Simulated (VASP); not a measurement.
# B (P2_12_12) in VASP: a series of runs

Runs on B. Level: PBE. Tasks: single point, relaxation of cell and atoms.

Program: VASP 6.6.1. These are calculated values, not measurements. Logs are shortened: lines on timing, memory, paths and dates and some standing lists are left out, and cuts for length are marked.

### 1 The cell of the first run

It takes space group P2_12_12 (No. 18, orthorhombic). Conventional cell: a = 2.243 Å, b = 3.885 Å, c = 3.534 Å, α = 90.00°, β = 90.00°, γ = 90.00°. B (site symmetry 1) has 4 B at 1.59 to 2.04 Å within 2.1 Å.

### 2 Single point, PBE

File INCAR:

```
SYSTEM = B
PREC     = Accurate       ! precision mode
ENCUT    = 520            ! plane-wave cutoff, eV
EDIFF    = 1E-7           ! SCF threshold, eV
ISMEAR   = 0              ! smearing method
SIGMA    = 0.1            ! smearing width, eV
LREAL    = .FALSE.        ! projectors in reciprocal space
LASPH    = .TRUE.         ! aspherical terms in the spheres
NELM     = 80             ! most SCF steps
ALGO     = Normal         ! electronic algorithm
ISIF     = 2              ! what is computed and relaxed
LWAVE    = .FALSE.        ! write WAVECAR
LCHARG   = .FALSE.        ! write CHGCAR
GGA      = PE             ! functional
NBANDS   = 14             ! bands
```

File KPOINTS:

```
Automatic mesh
0
G
  8 4 6
  0 0 0
```

File POSCAR:

```
B
1.0
    2.2431324700      0.0000000000      0.0000000000
    0.0000000000      3.8851304200      0.0000000000
    0.0000000000      0.0000000000      3.5343820700
B
4
Direct
    0.6700000000      0.8199999900      0.6999999900
    0.3300000000      0.1800000100      0.6999999900
    0.1700000000      0.6800000100      0.3000000100
    0.8300000000      0.3199999900      0.3000000100
```

Potentials or basis: VASP PAW PBE potentials, release 64 (B).

Launch:

```
> cat potpaw_PBE.64/B/POTCAR > POTCAR
> mpirun -np 1 vasp_std > vasp.out
```

OUTCAR:

```text
SYSTEM = B
   PREC = Accurate
   ENCUT = 520
   EDIFF = 1E-7
   ISMEAR = 0
   LREAL = .FALSE.
   LASPH = .TRUE.
   NELM = 80
   ISIF = 2
   GGA = PE

 ion  position               nearest neighbor table
   1  0.670  0.820  0.700-   2 1.59   3 1.88   3 1.88   2 2.04
   2  0.330  0.180  0.700-   1 1.59   4 1.88   4 1.88   1 2.04
   3  0.170  0.680  0.300-   4 1.59   1 1.88   1 1.88   4 2.04
   4  0.830  0.320  0.300-   3 1.59   2 1.88   2 1.88   3 2.04

  LATTYP: Found a simple orthorhombic cell.
 ALAT       =     2.2431324700
 B/A-ratio  =     1.5756457174
 C/A-ratio  =     1.7320111371

  Lattice vectors:

 A1 = (  -2.2431324700,   0.0000000000,   0.0000000000)
 A2 = (   0.0000000000,   0.0000000000,   3.5343820700)
 A3 = (   0.0000000000,   3.8851304200,   0.0000000000)

Analysis of symmetry for initial positions (statically):
=====================================================================
 Subroutine PRICEL returns:
 Original cell was already a primitive cell.

 Routine SETGRP: Setting up the symmetry group for a
 simple orthorhombic supercell.

 Subroutine GETGRP returns: Found  4 space group operations
 (whereof  2 operations were pure point group operations)
 out of a pool of  8 trial point group operations.

The static configuration has the point symmetry C_2 .
 The point group associated with its full space group is D_2 .

Analysis of symmetry for dynamics (positions and initial velocities):
=====================================================================
 Subroutine PRICEL returns:
 Original cell was already a primitive cell.

 Routine SETGRP: Setting up the symmetry group for a
 simple orthorhombic supercell.

 Subroutine GETGRP returns: Found  4 space group operations
 (whereof  2 operations were pure point group operations)
 out of a pool of  8 trial point group operations.

The dynamic configuration has the point symmetry C_2 .
 The point group associated with its full space group is D_2 .

 Subroutine INISYM returns: Found  4 space group operations
 (whereof  2 operations are pure point group operations),
 and found     1 'primitive' translations

----------------------------------------------------------------------------------------

                                     Primitive cell

  volume of cell :      30.8017

  direct lattice vectors                    reciprocal lattice vectors
     2.243132470  0.000000000  0.000000000     0.445805147  0.000000000  0.000000000
     0.000000000  3.885130420  0.000000000     0.000000000  0.257391617  0.000000000
[... 104 lines left out ...]
   ISMEAR =     0;   SIGMA  =   0.10  broadening in eV -4-tet -1-fermi 0-gaus
   EFERMI_NEDOS =   21; number of points for ismear=-14 and -15
   IALGO  =     38    algorithm
   IMIX   =      4    mixing-type and parameters
     AMIX     =   0.40;   BMIX     =  1.00
     AMIX_MAG =   1.60;   BMIX_MAG =  1.00
  volume/ion in A,a.u.               =       7.70        51.96
  Fermi-wavevector in a.u.,A,eV,Ry     =   1.195668  2.259485 19.451185  1.429622
  Thomas-Fermi vector in A             =   2.331628
   LORBIT       =      0    0 simple, 1 ext, 2 COOP (PROOUT), +10 PAW based schemes
   GGA     = PE    functional components
   LHFCALC =     F    Hartree Fock is set to
   AEXX    =    0.0000 exact exchange contribution
   IVDW    =     0    specifies the selected vdW correction
   LEPSILON=     F    determine dielectric tensor
   LRPA    =     F    only Hartree local field effects (RPA)
 non-spin polarized calculation
 Gauss-broadening in eV      SIGMA  =   0.10
  energy-cutoff  :      520.00
  volume of cell :       30.80
 maximum number of plane-waves:       856
 NGX is ok and might be reduce to    18
   NGX =  9   NGY = 15   NGZ = 13

 number of electron      11.9999999 magnetization

 Free energy of the ion-electron system (eV)
  ---------------------------------------------------
  ext. energy  EPLUGINS =         0.00000000
  ---------------------------------------------------
  free energy    TOTEN  =       -20.24638156 eV

  energy without entropy =      -20.23928051  energy(sigma->0) =      -20.24283104

 E-fermi :   6.6465     XC(G=0): -11.6833

 val. band max:        6.6294695889   @ k =   0.5000   0.0000   0.1667
 cond. band min:       6.6577844930   @ k =   0.5000   0.2500   0.0000
 fundamental gap:      0.0283149040
 Fermi energy:         6.6465075029

 k-point     1 :       0.0000    0.0000    0.0000
  band No.  band energies     occupation
      1      -9.4336      2.00000
      2      -2.9212      2.00000
      3      -0.8827      2.00000
      4       0.1660      2.00000
      5       3.2948      2.00000
      6       6.3004      2.00000
      7       7.2739      0.00000
      8      10.2524      0.00000
      9      11.0263      0.00000
     10      12.8475      0.00000
     11      13.9766      0.00000
     12      16.7714      0.00000
     13      19.3925      0.00000
     14      21.4037      0.00000
[... 377 lines left out ...]
      1      -5.4605      2.00000
      2      -1.9934      2.00000
      3       0.1543      2.00000
      4       1.2649      2.00000
      5       4.0217      2.00000
      6       6.0161      2.00000
      7       7.2646      0.00000
      8       8.3574      0.00000
      9       9.3829      0.00000
     10      10.3528      0.00000
     11      12.0282      0.00000
     12      12.9979      0.00000
     13      14.7982      0.00000
     14      16.3248      0.00000

 [... further k-points ...]

------------------------ aborting loop because EDIFF is reached ----------------------------------------

  FORCE on cell =-STRESS in cart. coord.  units (eV):
  Direction    XX          YY          ZZ          XY          YZ          ZX
  --------------------------------------------------------------------------------------
  -------------------------------------------------------------------------------------
  Total       -5.1160862      5.7734148     -2.8799737      0.0000000      0.0000000      0.0000000
  in kB     -266.1180999    300.3096753   -149.8045784      0.0000000      0.0000000      0.0000000
  external PRESSURE =     -38.5376677 kB  Pullay stress =       0.0000000 kB

 VOLUME and BASIS-vectors are now :
 -----------------------------------------------------------------------------
  energy-cutoff  :      520.00
  volume of cell :       30.80
      direct lattice vectors                 reciprocal lattice vectors
     2.243132470  0.000000000  0.000000000     0.445805147  0.000000000  0.000000000
     0.000000000  3.885130420  0.000000000     0.000000000  0.257391617  0.000000000
     0.000000000  0.000000000  3.534382070     0.000000000  0.000000000  0.282934889

 POSITION                                       TOTAL-FORCE (eV/Angst)
 -----------------------------------------------------------------------------------
      1.50290      3.18581      2.47407         0.733835     -1.209824     -0.047750
      0.74023      0.69932      2.47407        -0.733835      1.209824     -0.047750
      0.38133      2.64189      1.06031         0.733835      1.209824      0.047750
      1.86180      1.24324      1.06031        -0.733835     -1.209824      0.047750
 -----------------------------------------------------------------------------------
    total drift:                                0.000000      0.000000      0.000000

  FREE ENERGIE OF THE ION-ELECTRON SYSTEM (eV)
  ---------------------------------------------------
  free  energy   TOTEN  =       -20.2463815630 eV

  energy  without entropy=      -20.2392805133  energy(sigma->0) =      -20.24283104
```

stdout:

```text
POSCAR found type information on POSCAR B
 POSCAR found :  1 types and       4 ions
 scaLAPACK will be used
 LDA part: xc-table for (Slater+PW92), standard interpolation
 POSCAR, INCAR and KPOINTS ok, starting setup
 FFT: planning ... GRIDC
 FFT: planning ... GRID_SOFT
 FFT: planning ... GRID
 WAVECAR not read
 entering main loop
```

It took 31 s on 1 thread of AMD EPYC 7R43 (Zen 3), shared host; peak memory 0.1 GiB.

Results:

| Property | Result |
| --- | --- |
| Free energy | -20.2464 eV |
| Pressure | -3.9 GPa |
| Largest force | 1.416 eV/Å |
| Band gap on the k mesh | zero (band 6 reaches 7.05 eV, above the bottom of band 7 at 4.72 eV) |

Forces on the atoms (eV/Å):
```
B    0.734 -1.210 -0.048
B   -0.734  1.210 -0.048
B    0.734  1.210  0.048
B   -0.734 -1.210  0.048
```

Stress tensor (GPa, compression positive):
```
-26.61   0.00   0.00
  0.00  30.03   0.00
  0.00   0.00 -14.98
```

Caveat: the k points lie up to 0.40 Å⁻¹ apart; forces of over 1 eV/Å act on the atoms, so gaps and moduli don't describe the material at rest.

### 3 Relaxation of cell and atoms, PBE

File INCAR:

```
SYSTEM = B
PREC     = Accurate       ! precision mode
ENCUT    = 600            ! plane-wave cutoff, eV
EDIFF    = 1E-6           ! SCF threshold, eV
ISMEAR   = 0              ! smearing method
SIGMA    = 0.1            ! smearing width, eV
LREAL    = .FALSE.        ! projectors in reciprocal space
LASPH    = .TRUE.         ! aspherical terms in the spheres
NELM     = 100            ! most SCF steps
ALGO     = Normal         ! electronic algorithm
ISIF     = 3              ! what is computed and relaxed
LWAVE    = .FALSE.        ! write WAVECAR
LCHARG   = .FALSE.        ! write CHGCAR
GGA      = PE             ! functional
IBRION   = 2              ! ionic algorithm
NSW      = 90             ! ionic steps
EDIFFG   = -0.04          ! ionic threshold
```

File KPOINTS:

```
regular mesh
0
G
  8 4 6
  0 0 0
```

POSCAR is that of step 2.

Potentials or basis: VASP PAW PBE potentials, release 64 (B).

Launch:

```
> cat potpaw_PBE.64/B/POTCAR > POTCAR
> mpirun -np 1 vasp_std > vasp.out
```

It took 6.4 min on 1 thread of AMD EPYC 7R43 (Zen 3), shared host; peak memory 0.11 GiB.

The run converged. Its results:

* Free energy: -24.6127 eV
* Relaxed volume: 7.71 Å³/atom
* Relaxed cell: a = 1.647 Å, b = 6.598 Å, c = 2.838 Å, α = 90.00°, β = 90.00°, γ = 90.00°
* Space group after relaxing (to 0.05 Å): Pnnm (No. 58)
* Energy gained by relaxing: 1090.7 meV/atom
* Ionic steps: 33
* Pressure after relaxing: 0.3 GPa
* Largest force after relaxing: 0.011 eV/Å
* Band gap on the k mesh: zero (band 6 reaches 11.32 eV, above the bottom of band 7 at 2.86 eV)

Forces in eV/Å, atoms in the order of the input:
```
B    0.004 -0.008  0.006
B   -0.004  0.008  0.006
B    0.004  0.008 -0.006
B   -0.004 -0.008 -0.006
```

Stress tensor (GPa, compression positive):
```
0.03 0.00 0.00
0.00 0.38 0.00
0.00 0.00 0.40
```

Step by step:
| step | energy change (eV) | largest force (eV/Å) | pressure (GPa) | volume (Å³) |
| --- | --- | --- | --- | --- |
| 1 | 0.0000 | 1.4110 | -3.88 | 30.80 |
| 2 | -0.9827 | 1.5542 | -14.50 | 29.83 |
| 3 | -0.9489 | 5.7569 | 34.99 | 26.41 |
| 4 | -1.3734 | 4.7074 | 13.55 | 27.46 |
| 5 | -1.5234 | 3.0990 | -7.32 | 28.74 |
| 6 | -1.5723 | 3.5448 | -2.28 | 28.37 |
| 7 | -1.9012 | 3.5337 | -0.47 | 28.03 |
| 8 | -2.4717 | 2.9105 | 9.95 | 27.09 |
| 9 | -1.0720 | 1.7564 | 95.32 | 24.49 |
| 10 | -2.6151 | 2.6158 | 18.98 | 26.67 |
| 11 | -2.5471 | 2.1398 | 47.42 | 25.66 |
| 12 | -2.7174 | 2.3326 | 29.53 | 26.24 |
| 13 | -2.7077 | 2.2995 | 34.61 | 26.07 |
| 14 | -3.0798 | 1.2518 | 21.24 | 27.16 |
| 15 | -3.3561 | 0.5606 | 6.04 | 29.35 |
| 16 | -3.3694 | 0.5241 | 3.97 | 29.83 |
| 17 | -3.3742 | 0.5027 | 2.08 | 30.41 |
| 18 | -3.4630 | 0.5436 | -2.51 | 30.68 |
| 19 | -3.5822 | 0.4653 | -12.66 | 31.45 |
| 20 | -3.6268 | 0.4835 | -12.48 | 31.36 |
| 21 | -3.7883 | 0.5482 | -12.12 | 31.08 |
| 22 | -4.0076 | 0.3854 | -6.47 | 30.42 |
| 23 | -4.0122 | 0.4165 | -5.41 | 30.29 |
| 24 | -4.1162 | 0.5194 | -0.94 | 29.98 |
| 25 | -4.2089 | 0.7229 | 15.68 | 28.99 |
| 26 | -4.2285 | 0.6049 | 10.15 | 29.28 |
| 27 | -4.2946 | 0.5358 | 7.73 | 29.74 |
| 28 | -4.3417 | 0.1390 | 4.38 | 30.61 |
| 29 | -4.3436 | 0.1512 | 4.88 | 30.46 |
| 30 | -4.3612 | 0.0614 | -1.05 | 30.95 |
| 31 | -4.3616 | 0.0700 | -0.36 | 30.89 |
| 32 | -4.3625 | 0.0400 | -0.08 | 30.87 |
| 33 | -4.3629 | 0.0109 | 0.27 | 30.85 |

Final structure:
```
CELL_PARAMETERS angstrom
1.64716 0.00000 0.00000
0.00000 6.59846 0.00000
0.00000 0.00000 2.83813
ATOMIC_POSITIONS crystal
B 0.74042 0.81272 0.74989
B 0.25958 0.18728 0.74989
B 0.24042 0.68728 0.25011
B 0.75958 0.31272 0.25011
```

Levels at points of the mesh, in eV from the Fermi level:
| k point | band 2 | band 3 | band 4 | band 5 | band 6 | band 7 | band 8 | band 9 | band 10 |
| --- | --- | --- | --- | --- | --- | --- | --- | --- | --- |
| (0.00, 0.00, 0.00) | -16.36 | -10.25 | -6.11 | -5.70 | -4.65 | -3.82 | 2.34 | 3.02 | 5.99 |
| (0.50, 0.00, 0.00) | -8.08 | -7.76 | -7.76 | 3.30 | 3.30 | 5.98 | 5.98 | 6.33 | 6.33 |
| (0.00, 0.50, 0.00) | -16.86 | -8.44 | -8.44 | -5.91 | -5.91 | 0.86 | 0.86 | 2.74 | 2.74 |
| (0.50, 0.50, 0.00) | -7.94 | -7.91 | -7.91 | 4.29 | 4.29 | 4.53 | 4.53 | 6.45 | 6.45 |
| (0.00, 0.00, 0.50) | -13.75 | -13.00 | -12.99 | -6.82 | -6.81 | -1.40 | -1.40 | 4.17 | 4.17 |
| (0.50, 0.00, 0.50) | -7.05 | -7.02 | -7.02 | 2.40 | 2.40 | 2.44 | 2.44 | 5.78 | 5.78 |
| (0.00, 0.50, 0.50) | -13.49 | -13.34 | -13.34 | -6.34 | -6.34 | -2.52 | -2.52 | 6.24 | 6.24 |
| (0.50, 0.50, 0.50) | -7.05 | -7.03 | -7.03 | 2.36 | 2.36 | 2.37 | 2.37 | 6.07 | 6.07 |

Caveat: the k points lie up to 0.48 Å⁻¹ apart in the final cell.
